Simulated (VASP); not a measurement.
Here is a VASP 6.6.1 calculation.

Contents of INCAR:

```
SYSTEM = RbCaPdC6N6
PREC = Accurate
ENCUT = 700
EDIFF = 1E-6
ISMEAR = 0
SIGMA = 0.1
LREAL = Auto
LASPH = .TRUE.
NELM = 120
ALGO = Normal
ISIF = 2
LWAVE = .FALSE.
LCHARG = .FALSE.
GGA = PE
NBANDS = 58
GGA_COMPAT = .FALSE.
```

Contents of KPOINTS:

```
regular mesh
0
G
  4 4 4
  0 0 0
```

Contents of POSCAR:

```
RbCaPdC6N6
1.0
    0.0000000000      5.3180000000      5.3180000000
    5.3180000000      0.0000000000      5.3180000000
    5.3180000000      5.3180000000      0.0000000000
Rb Ca Pd C N
1 1 1 6 6
Direct
    0.7500000000      0.7500000000      0.7500000000
    0.5000000000      0.5000000000      0.5000000000
    0.0000000000      0.0000000000      0.0000000000
    0.8177886400      0.1822113600      0.1822113600
    0.1822113600      0.1822113600      0.8177886400
    0.8177886400      0.1822113600      0.8177886400
    0.1822113600      0.8177886400      0.8177886400
    0.8177886400      0.8177886400      0.1822113600
    0.1822113600      0.8177886400      0.1822113600
    0.7077848800      0.2922151200      0.2922151200
    0.2922151200      0.2922151200      0.7077848800
    0.7077848800      0.2922151200      0.7077848800
    0.2922151200      0.7077848800      0.7077848800
    0.7077848800      0.7077848800      0.2922151200
    0.2922151200      0.7077848800      0.2922151200
```

Potentials or basis: VASP PAW PBE potentials, release 64 (Rb_sv, Ca_sv, Pd_sv_GW, C, N).

Launch:

```console
$ cat potpaw_PBE.64/Rb_sv/POTCAR potpaw_PBE.64/Ca_sv/POTCAR potpaw_PBE.64/Pd_sv_GW/POTCAR potpaw_PBE.64/C/POTCAR potpaw_PBE.64/N/POTCAR > POTCAR
$ mpirun -np 1 vasp_std > vasp.out
```

Question: Predict the pressure.

Answer: 11.4 GPa.

Question: What does it give for the largest force?

Answer: 2.775 eV/Å.

Question: What does it give for the band gap on the k mesh?

Answer: Zero (an odd number of electrons rules out a gap without spin polarisation).

Forces on the atoms (eV/Å):
```
Rb   0.000  0.000  0.000
Ca   0.000  0.000  0.000
Pd   0.000  0.000  0.000
C    2.775  0.000  0.000
C    0.000  0.000  2.775
C    0.000 -2.775  0.000
C   -2.775  0.000  0.000
C    0.000  0.000 -2.775
C    0.000  2.775  0.000
N   -1.584  0.000  0.000
N    0.000  0.000 -1.584
N    0.000  1.584  0.000
N    1.584  0.000  0.000
N    0.000  0.000  1.584
N    0.000 -1.584  0.000
```

Caveat: the cell stands under pressure; an odd number of electrons without spin polarisation forces a metal; a magnetic or distorted state may lie lower.
